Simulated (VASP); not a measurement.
# Zn6Bi (Pm-3m) in VASP: notebook, part 2 of 2

VASP 6.6.1. The steps go on from the part before.

## Step 3: Relaxation of cell and atoms, PBE

This run uses another cell than the first one, of 29.85 Å³/atom.

File INCAR:

```
PREC = Accurate
ENCUT = 600
EDIFF = 1E-6
ISMEAR = 0
SIGMA = 0.1
LREAL = False
LASPH = True
NELM = 100
ALGO = Normal
ISIF = 3
LWAVE = False
LCHARG = False
GGA = PE
IBRION = 2
NSW = 100
EDIFFG = -0.01
```

File KPOINTS:

```
Automatic mesh
0
Gamma
  6 6 6
```

File POSCAR:

```
Zn6Bi
1.0
    5.9338231308      0.0000000000      0.0000000000
    0.0000000000      5.9338231308      0.0000000000
    0.0000000000      0.0000000000      5.9338231308
Zn Bi
6 1
Direct
    0.1933895223      0.5000000000      0.5000000000
    0.5000000000      0.1933895223      0.5000000000
    0.8066104777      0.5000000000      0.5000000000
    0.5000000000      0.8066104777      0.5000000000
    0.5000000000      0.5000000000      0.1933895223
    0.5000000000      0.5000000000      0.8066104777
    0.0000000000      0.0000000000      0.0000000000
```

Potentials or basis: VASP PAW PBE potentials, release 64 (Zn, Bi_d).

Command:

```bash
$ cat potpaw_PBE.64/Zn/POTCAR potpaw_PBE.64/Bi_d/POTCAR > POTCAR
$ mpirun -np 1 vasp_std > vasp.out
```

OUTCAR:

```text
PREC = Accurate
   ENCUT = 600
   EDIFF = 1E-6
   ISMEAR = 0
   LREAL = False
   LASPH = True
   NELM = 100
   ISIF = 3
   GGA = PE
   IBRION = 2
   NSW = 100
   EDIFFG = -0.01

 ion  position               nearest neighbor table
   1  0.193  0.500  0.500-   3 2.30   2 2.57   4 2.57   5 2.57   6 2.57
   2  0.500  0.193  0.500-   4 2.30   3 2.57   1 2.57   5 2.57   6 2.57
   3  0.807  0.500  0.500-   1 2.30   2 2.57   4 2.57   5 2.57   6 2.57
   4  0.500  0.807  0.500-   2 2.30   1 2.57   3 2.57   5 2.57   6 2.57
   5  0.500  0.500  0.193-   6 2.30   2 2.57   3 2.57   4 2.57   1 2.57
   6  0.500  0.500  0.807-   5 2.30   2 2.57   3 2.57   4 2.57   1 2.57
   7  0.000  0.000  0.000-

  LATTYP: Found a simple cubic cell.
 ALAT       =     5.9338231308

  Lattice vectors:

 A1 = (   5.9338231308,   0.0000000000,   0.0000000000)
 A2 = (   0.0000000000,   5.9338231308,   0.0000000000)
 A3 = (   0.0000000000,   0.0000000000,   5.9338231308)

Analysis of symmetry for initial positions (statically):
=====================================================================
 Subroutine PRICEL returns:
 Original cell was already a primitive cell.

[... 163 lines left out ...]
 NGX is ok and might be reduce to    48
   NGX = 23   NGY = 23   NGZ = 23

--------------------------------------- Ionic step        1  -------------------------------------------

 number of electron      87.0000047 magnetization

 Free energy of the ion-electron system (eV)
  ---------------------------------------------------
  ext. energy  EPLUGINS =         0.00000000
  ---------------------------------------------------
  free energy    TOTEN  =        -5.91703599 eV

  energy without entropy =       -5.89431047  energy(sigma->0) =       -5.90567323

------------------------ aborting loop because EDIFF is reached ----------------------------------------

  FORCE on cell =-STRESS in cart. coord.  units (eV):
  Direction    XX          YY          ZZ          XY          YZ          ZX
  --------------------------------------------------------------------------------------
  -------------------------------------------------------------------------------------
  Total        0.7608099      0.7608099      0.7608099      0.0000000     -0.0000000      0.0000000
  in kB        5.8342221      5.8342221      5.8342221      0.0000000     -0.0000000      0.0000000
  external PRESSURE =       5.8342221 kB  Pullay stress =       0.0000000 kB
[... 192 lines left out ...]
--------------------------------------- Ionic step        6  -------------------------------------------

 number of electron      87.0000069 magnetization

 Free energy of the ion-electron system (eV)
  ---------------------------------------------------
  ext. energy  EPLUGINS =         0.00000000
  ---------------------------------------------------
  free energy    TOTEN  =        -5.92713329 eV

  energy without entropy =       -5.90206495  energy(sigma->0) =       -5.91459912

 E-fermi :   0.3566     XC(G=0):  -8.2954

 val. band max:        0.2912784638   @ k =   0.5000   0.5000   0.0000
 cond. band min:       0.3677551963   @ k =   0.5000   0.5000   0.0000
 fundamental gap:      0.0764767326
 Fermi energy:         0.3566077765

 k-point     1 :       0.0000    0.0000    0.0000
  band No.  band energies     occupation
      1     -22.2807      2.00000
      2     -22.2807      2.00000
      3     -22.2788      2.00000
      4     -22.2788      2.00000
      5     -22.2788      2.00000
      6      -9.6548      2.00000
[... 1123 lines left out ...]
  FREE ENERGIE OF THE ION-ELECTRON SYSTEM (eV)
  ---------------------------------------------------
  free  energy   TOTEN  =        -5.9271332927 eV

  energy  without entropy=       -5.9020649526  energy(sigma->0) =       -5.91459912

 reached required accuracy - stopping structural energy minimisation
```

CONTCAR:

```text
Zn6Bi
   1.00000000000000
     5.9821038196951974   -0.0000000000000000    0.0000000000000000
    -0.0000000000000000    5.9821038196951974   -0.0000000000000000
    -0.0000000000000000   -0.0000000000000000    5.9821038196951974
  Zn              Bi
     6     1
Direct
     0.1942239098645721    0.5000000000000000    0.5000000000000000
     0.5000000000000000    0.1942239098645721    0.5000000000000000
     0.8057760901354281    0.5000000000000000    0.5000000000000000
     0.5000000000000000    0.8057760901354281    0.5000000000000000
     0.5000000000000000    0.5000000000000000    0.1942239098645721
     0.5000000000000000    0.5000000000000000    0.8057760901354281
     0.0000000000000000    0.0000000000000000    0.0000000000000000

  0.00000000E+00  0.00000000E+00  0.00000000E+00
  0.00000000E+00  0.00000000E+00  0.00000000E+00
  0.00000000E+00  0.00000000E+00  0.00000000E+00
  0.00000000E+00  0.00000000E+00  0.00000000E+00
  0.00000000E+00  0.00000000E+00  0.00000000E+00
  0.00000000E+00  0.00000000E+00  0.00000000E+00
  0.00000000E+00  0.00000000E+00  0.00000000E+00
```

Run time: 7.7 min. Hardware: 1 thread of Intel Xeon 6975P-C (Granite Rapids), shared host; peak memory 0.47 GiB.

What came out:

```yaml
Free_energy: -5.9271 eV
Relaxed_volume: 30.58 Å³/atom
Relaxed_cell: a = 5.982 Å, b = 5.982 Å, c = 5.982 Å, α = 90.00°, β = 90.00°, γ = 90.00°
Space_group_after_relaxing_to_0.1_Å: Pm-3m (No. 221)
Energy_gained_by_relaxing: 1.4 meV/atom
Ionic_steps: 6
Pressure_after_relaxing: 0.0 GPa
Band_gap_on_the_k_mesh: zero (an odd number of electrons rules out a gap without spin polarisation)
```

Step by step:
```
step  energy change (eV)  largest force (eV/Å)  pressure (GPa)  volume (Å³)
   1              0.0000                0.1082            0.58       208.93
   2             -0.0092                0.0137            0.20       212.24
   3             -0.0096                0.0633            0.03       213.72
   4             -0.0097                0.0505            0.09       213.33
   5             -0.0097                0.0536            0.04       213.42
   6             -0.0101                0.0017            0.00       214.07
```

Final structure:
```cif
data_structure
_symmetry_space_group_name_H-M 'P 1'
_symmetry_Int_Tables_number 1
_cell_length_a 5.9821
_cell_length_b 5.9821
_cell_length_c 5.9821
_cell_angle_alpha 90.000
_cell_angle_beta 90.000
_cell_angle_gamma 90.000
_cell_volume 214.07
loop_
_atom_site_label
_atom_site_type_symbol
_atom_site_fract_x
_atom_site_fract_y
_atom_site_fract_z
_atom_site_occupancy
Zn1 Zn 0.19422 0.50000 0.50000 1
Zn2 Zn 0.50000 0.19422 0.50000 1
Zn3 Zn 0.80578 0.50000 0.50000 1
Zn4 Zn 0.50000 0.80578 0.50000 1
Zn5 Zn 0.50000 0.50000 0.19422 1
Zn6 Zn 0.50000 0.50000 0.80578 1
Bi1 Bi 0.00000 0.00000 0.00000 1
```

Caveat: spin-orbit coupling is left out, which moves the levels of the heavy elements.

## Step 4: Single point, PBE

File INCAR:

```
PREC = Accurate
ENCUT = 520
EDIFF = 1E-6
ISMEAR = 0
SIGMA = 0.2
LREAL = False
LASPH = True
NELM = 100
ALGO = Normal
ISIF = 2
LWAVE = False
LCHARG = True
GGA = PE
LELF = True
LVHAR = True
NBANDS = 52
```

File KPOINTS:

```
regular mesh
0
Gamma
  4 4 4
```

File POSCAR:

```
Zn6Bi
1.0
    5.9702179491      0.0000000000      0.0000000000
    0.0000000000      5.9702179491      0.0000000000
    0.0000000000      0.0000000000      5.9702179491
Zn Bi
6 1
Direct
    0.1942218855      0.5000000000      0.5000000000
    0.5000000000      0.1942218855      0.5000000000
    0.8057781145      0.5000000000      0.5000000000
    0.5000000000      0.8057781145      0.5000000000
    0.5000000000      0.5000000000      0.1942218855
    0.5000000000      0.5000000000      0.8057781145
    0.0000000000      0.0000000000      0.0000000000
```

Command:

```bash
$ cat potpaw_PBE.64/Zn/POTCAR potpaw_PBE.64/Bi_d/POTCAR > POTCAR
$ mpirun -np 1 vasp_std > vasp.out
```

It took 58 s on 1 thread of Intel Xeon 6975P-C (Granite Rapids), shared host; peak memory 0.36 GiB.

The run converged. Its results:

- Free energy: -5.7115 eV
- Pressure: 0.0 GPa
- Largest force: 0.133 eV/Å
- Band gap on the k mesh: zero (an odd number of electrons rules out a gap without spin polarisation)

Forces in eV/Å, atoms in the order of the input:
```
Zn  -0.133  0.000  0.000
Zn   0.000 -0.133  0.000
Zn   0.133  0.000  0.000
Zn   0.000  0.133  0.000
Zn   0.000  0.000 -0.133
Zn   0.000  0.000  0.133
Bi   0.000  0.000  0.000
```

Levels at points of the mesh, in eV from the Fermi level:
| k point | band 40 | band 41 | band 42 | band 43 | band 44 | band 45 | band 46 | band 47 |
| --- | --- | --- | --- | --- | --- | --- | --- | --- |
| (0.00, 0.00, 0.00) | -2.66 | -2.57 | -2.57 | -1.23 | 0.36 | 0.36 | 0.36 | 2.59 |
| (0.50, 0.00, 0.00) | -2.17 | -2.17 | -2.05 | -0.47 | -0.47 | 0.59 | 1.44 | 1.99 |
| (0.50, 0.50, 0.00) | -2.09 | -1.78 | -0.18 | 0.00 | 0.00 | 0.05 | 0.96 | 0.96 |
| (0.50, 0.50, 0.50) | -4.21 | -1.49 | -1.49 | -1.49 | 2.09 | 2.09 | 2.09 | 2.32 |

Caveat: spin-orbit coupling is left out, which moves the levels of the heavy elements.

## Step 5: Overview

| task | cell | k mesh | cutoff (eV) | smearing | gap on the mesh (eV) | pressure (GPa) | largest force (eV/Å) |
| --- | --- | --- | --- | --- | --- | --- | --- |
| single point | a = 5.970 Å, 7 atoms | 6 × 6 × 6 | 520 | gaussian 0.1 eV | none | 0.1 | 0.01 |
| relaxation of cell and atoms | relaxed from a = 5.934 Å, 7 atoms | 6 × 6 × 6 | 600 | gaussian 0.1 eV | none | 0.0 | - |
| single point | a = 5.970 Å, 7 atoms | 4 × 4 × 4 | 520 | gaussian 0.2 eV | none | 0.0 | 0.13 |

Alike in all rows: level PBE; potentials or basis VASP PAW PBE potentials, release 64 (Zn, Bi_d); no spin polarisation.

Caveats: spin-orbit coupling is left out, which moves the levels of the heavy elements.

Total energies depend on the potentials used, so only differences within one code and one set of settings carry meaning.
